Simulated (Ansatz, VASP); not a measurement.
C in VASP and in Ansatz

```
C
1.0
     0.00000    1.86844    1.75459
     1.73450    0.00000    1.75459
     1.73450    1.86844    0.00000
C
2
Direct
  0.50000 0.50000 0.50000
  0.75000 0.75000 0.75000
```

Change from the starting cell: strain +e along x and -e along y -0.0375, strain +e along z and -e/2 along x and y -0.0175.

Alike in both runs: task single point; functional PBE; k mesh 12 × 12 × 12; occupations gaussian, width 0.05 eV; no spin polarisation.

|  | VASP | Ansatz |
| --- | --- | --- |
| version | VASP 6.6.1 | Ansatz 0.2.0 |
| potentials or method | VASP PAW PBE potentials, release 64 (C), cutoff 520 eV | scalar-relativistic, plane waves, PAW |
| valence electrons in the cell | 8 | 8 |

Ansatz gave:

- gap on the k mesh at the Fermi level (eV): 3.08
- least direct gap on the mesh (eV): 4.83
- pressure (GPa): 0.8
- traceless stress, the component that is largest in VASP (GPa): -45.29

Problem. Estimate VASP's values.

Solution. gap on the k mesh at the Fermi level (eV): 3.08; least direct gap on the mesh (eV): 4.83; pressure (GPa): 1.5; traceless stress, the component that is largest in VASP (GPa): -45.29.

The functional is the same, so the differences come from potentials, cutoffs and numerics.
